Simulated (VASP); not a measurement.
# AgCl (Immm) in VASP: a series of runs, part 2 of 2

VASP 6.6.1.

## 4. Single point, PBE (strain -0.0200 x Voigt [0, 0, 0, 0, 1, 0])

File INCAR:

```
ALGO = Normal ; EDIFF = 1E-7
ENCUT = 520 ; GGA = PE
ISIF = 2 ; ISMEAR = 0
LASPH = True ; LCHARG = False
LREAL = False ; LWAVE = False
NBANDS = 16 ; NELM = 60
PREC = Accurate ; SIGMA = 0.05
```

File KPOINTS:

```
k-points
0
Gamma
  8 8 8
```

File POSCAR:

```
AgCl
1.0
   -0.0277315000      2.7731500000      2.7731500000
    2.7454185000      0.0000000000      2.7454185000
    2.7731500000      2.7731500000     -0.0277315000
Ag Cl
1 1
Direct
    0.5000000000      0.5000000000      0.5000000000
    0.0000000000      0.0000000000      0.0000000000
```

Potentials or basis: VASP PAW PBE potentials, release 64 (Ag, Cl).

Launch:

```bash
$ cat potpaw_PBE.64/Ag/POTCAR potpaw_PBE.64/Cl/POTCAR > POTCAR
$ mpirun -np 1 vasp_std > vasp.out
```

OUTCAR:

```text
EDIFF = 1E-7
   ENCUT = 520
   GGA = PE
   ISIF = 2
   ISMEAR = 0
   LASPH = True
   LREAL = False
   NELM = 60
   PREC = Accurate

 ion  position               nearest neighbor table
   1  0.500  0.500  0.500-   2 2.77   2 2.77   2 2.77   2 2.77   2 2.77   2 2.77
   2  0.000  0.000  0.000-   1 2.77   1 2.77   1 2.77   1 2.77   1 2.77   1 2.77

  LATTYP: Found a body centered orthorhombic cell.
 ALAT       =     3.8826080771
 B/A-ratio  =     1.0202020202
 C/A-ratio  =     1.4284985479

  Lattice vectors:

 A1 = (   2.7731500000,  -2.7731500000,  -0.0277315000)
 A2 = (  -2.7731500000,  -2.7731500000,   0.0277315000)
 A3 = (   0.0277315000,   2.7731500000,  -2.7731500000)

Analysis of symmetry for initial positions (statically):
=====================================================================
 Subroutine PRICEL returns:
 Original cell was already a primitive cell.

 Routine SETGRP: Setting up the symmetry group for a
 body centered orthorhombic supercell.

 Subroutine GETGRP returns: Found  8 space group operations
 (whereof  8 operations were pure point group operations)
 out of a pool of  8 trial point group operations.

The static configuration has the point symmetry D_2h.

[... 163 lines left out ...]
 val. band max:        3.8356319872   @ k =   0.0000   0.5000   0.0000
 cond. band min:       4.7260370249   @ k =   0.0000   0.0000   0.0000
 fundamental gap:      0.8904050377
 Fermi energy:         4.0757854359

 k-point     1 :       0.0000    0.0000    0.0000
  band No.  band energies     occupation
      1     -11.3302      2.00000
      2       1.3636      2.00000
      3       1.3739      2.00000
      4       1.3938      2.00000
      5       1.4203      2.00000
      6       1.4231      2.00000
[... 433 lines left out ...]
      3       0.3122      2.00000
      4       0.4218      2.00000
      5       1.3160      2.00000
      6       1.7148      2.00000
[... 8 lines left out ...]
     15      18.4637      0.00000
     16      19.4718      0.00000

 [... further k-points ...]

------------------------ aborting loop because EDIFF is reached ----------------------------------------

  FORCE on cell =-STRESS in cart. coord.  units (eV):
  Direction    XX          YY          ZZ          XY          YZ          ZX
  --------------------------------------------------------------------------------------
  -------------------------------------------------------------------------------------
  Total        0.3919591      0.3909857      0.3919591      0.0000000      0.0000000      0.0286071
  in kB       14.7246414     14.6880724     14.7246414      0.0000000      0.0000000      1.0746763
  external PRESSURE =      14.7124517 kB  Pullay stress =       0.0000000 kB

 VOLUME and BASIS-vectors are now :
 -----------------------------------------------------------------------------
  energy-cutoff  :      520.00
  volume of cell :       42.65
      direct lattice vectors                 reciprocal lattice vectors
    -0.027731500  2.773150000  2.773150000    -0.178515228  0.180300380  0.178515228
     2.745418500  0.000000000  2.745418500     0.182121596 -0.180300380  0.182121596
     2.773150000  2.773150000 -0.027731500     0.178515228  0.180300380 -0.178515228

 POSITION                                       TOTAL-FORCE (eV/Angst)
 -----------------------------------------------------------------------------------
      2.74542      2.77315      2.74542        -0.000000      0.000000     -0.000000
      0.00000      0.00000      0.00000         0.000000     -0.000000      0.000000
 -----------------------------------------------------------------------------------
    total drift:                                0.000000      0.000000      0.000000

  FREE ENERGIE OF THE ION-ELECTRON SYSTEM (eV)
  ---------------------------------------------------
  free  energy   TOTEN  =        -5.3940966882 eV

  energy  without entropy=       -5.3940966882  energy(sigma->0) =       -5.39409669
```

OSZICAR:

```text
N       E                     dE             d eps       ncg     rms          rms(c)
DAV:   1     0.918880677895E+02    0.91888E+02   -0.85666E+03  3040   0.101E+03
DAV:   2    -0.260427992164E+01   -0.94492E+02   -0.86796E+02  3856   0.216E+02
DAV:   3    -0.556287303204E+01   -0.29586E+01   -0.29511E+01  3768   0.390E+01
DAV:   4    -0.557744734903E+01   -0.14574E-01   -0.14573E-01  3952   0.315E+00
DAV:   5    -0.557760481738E+01   -0.15747E-03   -0.15747E-03  3720   0.326E-01    0.616E+00
DAV:   6    -0.539858946541E+01    0.17902E+00   -0.24595E-01  3880   0.643E+00    0.399E+00
DAV:   7    -0.539463503939E+01    0.39544E-02   -0.96069E-02  3728   0.206E+00    0.197E+00
DAV:   8    -0.539395169384E+01    0.68335E-03   -0.46469E-03  3608   0.703E-01    0.306E-01
DAV:   9    -0.539402787764E+01   -0.76184E-04   -0.49904E-04  3896   0.278E-01    0.384E-02
DAV:  10    -0.539409275017E+01   -0.64873E-04   -0.91921E-05  3728   0.851E-02    0.294E-02
DAV:  11    -0.539409670252E+01   -0.39524E-05   -0.47044E-06  3872   0.153E-02    0.359E-03
DAV:  12    -0.539409681585E+01   -0.11333E-06   -0.53262E-07  3464   0.552E-03    0.161E-03
DAV:  13    -0.539409669451E+01    0.12135E-06   -0.83632E-08  3128   0.291E-03    0.108E-03
DAV:  14    -0.539409668815E+01    0.63533E-08   -0.16838E-08  1800   0.826E-04
   1 F= -.53940967E+01 E0= -.53940967E+01  d E =-.112323E-13
```

stdout:

```text
POSCAR found type information on POSCAR AgCl
 POSCAR found :  2 types and       2 ions
 scaLAPACK will be used
 LDA part: xc-table for (Slater+PW92), standard interpolation
 POSCAR, INCAR and KPOINTS ok, starting setup
 FFT: planning ... GRIDC
 FFT: planning ... GRID_SOFT
 FFT: planning ... GRID
 WAVECAR not read
 entering main loop
```

Wall time 1.7 min (1 thread of Intel Xeon 8259CL, shared host); peak memory 0.21 GiB.

What came out:

```yaml
Free_energy: -5.3941 eV
Pressure: 1.5 GPa
Band_gap_on_the_k_mesh: 0.89 eV (least direct gap 3.16 eV)
```

Caveat: the cell differs from its parent crystal (strain -0.0200 x Voigt [0, 0, 0, 0, 1, 0]). A k mesh can miss the band edges.

## 5. Single point, PBE (strain +0.0100 x Voigt [0, 0, 0, 0, 1, 0])

File INCAR:

```
PREC     = Accurate       # precision mode
ENCUT    = 520            # plane-wave cutoff, eV
EDIFF    = 1E-6           # SCF threshold, eV
ISMEAR   = 0              # smearing method
SIGMA    = 0.05           # smearing width, eV
LREAL    = False          # projectors in reciprocal space
LASPH    = True           # aspherical terms in the spheres
NELM     = 100            # most SCF steps
ALGO     = Normal         # electronic algorithm
ISIF     = 2              # what is computed and relaxed
LWAVE    = False          # write WAVECAR
LCHARG   = True           # write CHGCAR
GGA      = PE             # functional
LELF     = True           # ELF
LVHAR    = True         
NBANDS   = 16             # bands
```

File KPOINTS:

```
Automatic mesh
0
Gamma
  8 8 8
```

File POSCAR:

```
AgCl
1.0
    0.0138657500      2.7731500000      2.7731500000
    2.7870157500      0.0000000000      2.7870157500
    2.7731500000      2.7731500000      0.0138657500
Ag Cl
1 1
Direct
    0.5000000000      0.5000000000      0.5000000000
    0.0000000000      0.0000000000      0.0000000000
```

Launch:

```bash
$ cat potpaw_PBE.64/Ag/POTCAR potpaw_PBE.64/Cl/POTCAR > POTCAR
$ mpirun -np 1 vasp_std > vasp.out
```

It took 89 s on 1 thread of Intel Xeon 8259CL, shared host; peak memory 0.21 GiB.

It converged, with:

```
Free energy            : -5.3943 eV
Pressure               : 1.5 GPa
Band gap on the k mesh : 0.90 eV (least direct gap 3.17 eV)
```

Stress tensor (GPa, compression positive):
```
 1.47  0.00 -0.05
 0.00  1.47  0.00
-0.05  0.00  1.47
```

Levels at points of the mesh, in eV from the valence-band top:
| k point | band 6 | band 7 | band 8 | band 9 | band 10 | band 11 | band 12 | band 13 |
| --- | --- | --- | --- | --- | --- | --- | --- | --- |
| (0.00, 0.00, 0.00) | -2.41 | -2.35 | -2.33 | -2.31 | 0.90 | 10.79 | 10.85 | 10.91 |
| (0.50, 0.00, 0.00) | -2.07 | -1.76 | -0.01 | 0.00 | 4.22 | 6.55 | 7.60 | 7.66 |
| (0.00, 0.50, 0.00) | -2.08 | -1.78 | -0.02 | -0.01 | 4.25 | 6.50 | 7.67 | 7.73 |
| (0.50, 0.50, 0.00) | -2.22 | -1.96 | -1.96 | -1.88 | 2.38 | 8.02 | 8.62 | 11.50 |
| (0.50, 0.00, 0.50) | -2.22 | -1.96 | -1.96 | -1.88 | 2.37 | 8.02 | 8.62 | 11.46 |

Caveat: the cell differs from its parent crystal (strain +0.0100 x Voigt [0, 0, 0, 0, 1, 0]).

## 6. Single point, PBE (strain +0.0350 x Voigt [0, 0, 0, 0, 1, 0])

File INCAR:

```
ALGO = Normal
EDIFF = 1E-6
ENCUT = 520
GGA = PE
ISIF = 2
ISMEAR = 0
LASPH = True
LCHARG = False
LREAL = False
LWAVE = False
NBANDS = 16
NELM = 100
PREC = Accurate
SIGMA = 0.05
```

File KPOINTS:

```
k-points
0
Gamma
  8 8 8
```

File POSCAR:

```
AgCl
1.0
    0.0485301250      2.7731500000      2.7731500000
    2.8216801250      0.0000000000      2.8216801250
    2.7731500000      2.7731500000      0.0485301250
Ag Cl
1 1
Direct
    0.5000000000      0.5000000000      0.5000000000
    0.0000000000      0.0000000000      0.0000000000
```

Potentials or basis: VASP PAW PBE potentials, release 64 (Ag, Cl).

Launch:

```bash
$ cat potpaw_PBE.64/Ag/POTCAR potpaw_PBE.64/Cl/POTCAR > POTCAR
$ mpirun -np 1 vasp_std > vasp.out
```

OUTCAR:

```text
EDIFF = 1E-6
   ENCUT = 520
   GGA = PE
   ISIF = 2
   ISMEAR = 0
   LASPH = True
   LREAL = False
   NELM = 100
   PREC = Accurate

 ion  position               nearest neighbor table
   1  0.500  0.500  0.500-   2 2.77   2 2.77   2 2.77   2 2.77   2 2.77   2 2.77
   2  0.000  0.000  0.000-   1 2.77   1 2.77   1 2.77   1 2.77   1 2.77   1 2.77

  LATTYP: Found a body centered orthorhombic cell.
 ALAT       =     3.8531943795
 B/A-ratio  =     1.0356234097
 C/A-ratio  =     1.4394031169

[... 647 lines left out ...]

  FORCE on cell =-STRESS in cart. coord.  units (eV):
  Direction    XX          YY          ZZ          XY          YZ          ZX
  --------------------------------------------------------------------------------------
  -------------------------------------------------------------------------------------
  Total        0.3900771      0.3864815      0.3900771      0.0000000      0.0000000     -0.0502790
  in kB       14.6569608     14.5218614     14.6569608      0.0000000      0.0000000     -1.8892094
  external PRESSURE =      14.6119277 kB  Pullay stress =       0.0000000 kB

 VOLUME and BASIS-vectors are now :
 -----------------------------------------------------------------------------
  energy-cutoff  :      520.00
  volume of cell :       42.64
      direct lattice vectors                 reciprocal lattice vectors
     0.048530125  2.773150000  2.773150000    -0.183511838  0.180300380  0.183511838
     2.821680125  0.000000000  2.821680125     0.177199391 -0.180300380  0.177199391
     2.773150000  2.773150000  0.048530125     0.183511838  0.180300380 -0.183511838

 POSITION                                       TOTAL-FORCE (eV/Angst)
 -----------------------------------------------------------------------------------
      2.82168      2.77315      2.82168         0.000000      0.000000      0.000000
      0.00000      0.00000      0.00000        -0.000000      0.000000     -0.000000
 -----------------------------------------------------------------------------------
    total drift:                                0.000000      0.000000      0.000000

  FREE ENERGIE OF THE ION-ELECTRON SYSTEM (eV)
  ---------------------------------------------------
  free  energy   TOTEN  =        -5.3934215550 eV

  energy  without entropy=       -5.3934215550  energy(sigma->0) =       -5.39342156
```

Wall time 85 s (1 thread of Intel Xeon 8259CL, shared host); peak memory 0.21 GiB.

Results:

- Free energy: -5.3934 eV
- Pressure: 1.5 GPa
- Band gap on the k mesh: 0.88 eV (least direct gap 3.15 eV)

Levels at points of the mesh, in eV from the valence-band top:
| k point | band 7 | band 8 | band 9 | band 10 | band 11 | band 12 |
| --- | --- | --- | --- | --- | --- | --- |
| (0.00, 0.00, 0.00) | -2.42 | -2.35 | -2.27 | 0.88 | 10.62 | 10.82 |
| (0.50, 0.00, 0.00) | -1.76 | -0.04 | 0.00 | 4.15 | 6.58 | 7.44 |
| (0.00, 0.50, 0.00) | -1.81 | -0.06 | -0.03 | 4.27 | 6.42 | 7.66 |
| (0.50, 0.50, 0.00) | -1.99 | -1.98 | -1.90 | 2.36 | 8.00 | 8.58 |
| (0.50, 0.00, 0.50) | -1.99 | -1.98 | -1.90 | 2.34 | 8.01 | 8.60 |

Caveat: the cell differs from its parent crystal (strain +0.0350 x Voigt [0, 0, 0, 0, 1, 0]). A k mesh can miss the band edges.

## 7. Overview

```csv
cell,gap on the mesh (eV),pressure (GPa)
"a = 3.922, b = 3.843 Å, angles 60.7, 61.3, 60.7°, 2 atoms",0.87,1.5
"a = 3.922, b = 3.981 Å, angles 59.5, 59.0, 59.5°, 2 atoms",0.88,1.5
"a = 3.922, b = 3.883 Å, angles 60.3, 60.7, 60.3°, 2 atoms",0.89,1.5
"a = 3.922, b = 3.941 Å, angles 59.8, 59.7, 59.8°, 2 atoms",0.90,1.5
"a = 3.922, b = 3.990 Å, angles 59.4, 58.8, 59.4°, 2 atoms",0.88,1.5
```

Alike in all rows: task single point; level PBE; potentials or basis VASP PAW PBE potentials, release 64 (Ag, Cl); no spin polarisation; k mesh 8 × 8 × 8; cutoff (eV) 520; smearing gaussian 0.05 eV.

Total energies depend on the potentials used, so only differences within one code and one set of settings carry meaning.
